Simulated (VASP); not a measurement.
Crystal: ZnCu2SnSe4.

```xyz
8
Lattice="-2.8856 2.8856 5.7398 2.8856 -2.8856 5.7398 2.8856 2.8856 -5.7398" Properties=species:S:1:pos:R:3 pbc="T T T"
Zn    0.0000    2.8856    2.8699
Cu    2.8856    0.0000    2.8699
Cu    0.0000    0.0000    0.0000
Sn    0.0000    0.0000    5.7398
Se    1.5381    1.4990    4.2477
Se    1.3475    1.3866   -1.4921
Se   -1.4990    1.5381    7.2320
Se    4.3846    1.3475    1.4921
```

* Program: VASP 6.6.1
* Task: relaxation of cell and atoms
* Functional: PBEsol
* Potentials or basis: VASP PAW PBE potentials, release 64 (Zn, Cu, Sn_d, Se)
* Cutoff: 600 eV
* k mesh: 10 × 10 × 10
* Occupations: methfessel-paxton, width 0.1 eV
* Spin: no spin polarisation

At the start: pressure -2.9 GPa; volume 23.90 Å³/atom.

Q: How do energy, volume and symmetry change on relaxing?

A: Over 8 steps the energy falls by 11.9 meV/atom and the volume is 22.73 Å³/atom (-4.9 %); space group I-4 (No. 82, to 0.1 Å) before and after.

The path:
```
step  energy change (eV)  largest force (eV/Å)  pressure (GPa)  volume (Å³)
   1              0.0000                0.1306           -2.87       191.18
   2             -0.0828                0.1828            0.93       179.59
   3             -0.0890                0.1702            0.06       181.87
   4             -0.0933                0.0976            0.02       181.79
   5             -0.0954                0.0202           -0.01       181.67
   6             -0.0954                0.0130            0.05       181.68
   7             -0.0954                0.0123            0.04       181.69
   8             -0.0955                0.0069           -0.03       181.86
```

Final structure:
```xyz
8
Lattice="-2.8352 2.8352 5.6559 2.8352 -2.8352 5.6559 2.8352 2.8352 -5.6559" Properties=species:S:1:pos:R:3 pbc="T T T"
Zn    0.0000    2.8352    2.8279
Cu    2.8352    0.0000    2.8279
Cu    0.0000    0.0000    0.0000
Sn    0.0000    0.0000    5.6559
Se    1.5328    1.4772    4.1776
Se    1.3024    1.3580   -1.4782
Se   -1.4772    1.5328    7.1341
Se    4.3124    1.3024    1.4782
```

Caveat: the PAW data sets were made with another functional, which shifts forces and pressure a little.
